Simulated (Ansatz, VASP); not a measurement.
# One calculation of BaO, two programs

```
CELL_PARAMETERS angstrom
0.00000 2.75000 2.75000
2.75000 0.00000 2.75000
2.75000 2.75000 0.00000
ATOMIC_POSITIONS crystal
Ba 0.00000 0.00000 0.00000
O 0.50000 0.50000 0.50000
```

Alike in both runs: task single point; functional PBEsol; k mesh 9 × 9 × 9; occupations fermi-dirac, width 0.03 eV; no spin polarisation.

```csv
,VASP,Ansatz
version,VASP 6.6.1,Ansatz 0.2.0
potentials or method,"VASP PAW PBE potentials, release 64 (Ba_sv, O), cutoff 600 eV","all-electron LAPW, scalar-relativistic"
```

```csv
,VASP,Ansatz,Ansatz less VASP
gap on the k mesh at the Fermi level (eV),1.88,1.94,+0.066
pressure (GPa),1.4,-0.4,-1.78
```

VASP's potentials were made for PBE, not for PBEsol. Ansatz ran all-electron here, and VASP with PAW potentials.

Neither program's run includes spin-orbit coupling.
